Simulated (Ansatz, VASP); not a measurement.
# Two plane-wave programs on Na

File INCAR:

```
  PREC = Accurate
  ENCUT = 520
  EDIFF = 1E-6
  ISMEAR = 0
  SIGMA = 0.15
  LREAL = False
  LASPH = True
  NELM = 60
  ALGO = Fast
  ISIF = 2
  LWAVE = False
  LCHARG = False
  GGA = PS
  NBANDS = 14
```

File KPOINTS:

```
regular mesh
0
Gamma
  12 12 8
```

Contents of POSCAR:

```
Na
1.0
    3.7670009976      0.0000000000      0.0000000000
   -1.8835004988      3.2623185600      0.0000000000
    0.0000000000      0.0000000000      6.1540000000
Na
2
Direct
    0.4023026862      0.8046053724      0.1768768281
    0.6666666667      0.3333333333      0.7500000000
```

Input for Ansatz:

```yaml
crystal:
  lattice:
    - [3.7670009976, 0.0, 0.0]
    - [-1.8835004988, 3.26231856, 0.0]
    - [0.0, 0.0, 6.154]
  atoms:
    - { symbol: Na, position: [0.4023026862, 0.8046053724, 0.1768768281] }
    - { symbol: Na, position: [0.6666666667, 0.3333333333, 0.75] }
basis:
  ecutwfc: 420
kpoints:
  mp_grid: { grid: [12, 12, 8] }
hamiltonian:
  xc: pbesol
scf:
  occupations: { method: gaussian, width: 0.15 }
output:
  forces: true
  stress: true
  eigenvalues: true
```

Alike in both runs: task single point; functional PBEsol; k mesh 12 × 12 × 8; occupations gaussian, width 0.15 eV; no spin polarisation.

|  | VASP | Ansatz |
| --- | --- | --- |
| version | VASP 6.6.1 | Ansatz 0.2.0 |
| potentials or method | VASP PAW PBE potentials, release 64 (Na_pv), cutoff 520 eV | scalar-relativistic, plane waves, PAW |
| valence electrons in the cell | 14 | 18 |

|  | VASP | Ansatz | Ansatz less VASP |
| --- | --- | --- | --- |
| gap on the k mesh at the Fermi level (eV) | none | none | - |
| pressure (GPa) | 0.2 | 0.1 | -0.10 |
| traceless stress, the component that is largest in VASP (GPa) | -0.53 | -0.53 | 0.000 |
| rms of the force components (eV/Å) | 0.207 | 0.206 | -0.0005 |

VASP's potentials were made for PBE, not for PBEsol. Atom by atom the forces differ by 0.001 eV/Å (rms over components). A gap of «none» marks a metal or a gap that the smearing closes. VASP's potentials hold 14 valence electrons a cell and Ansatz's 18, so a difference there can come from the potentials and not from the codes.
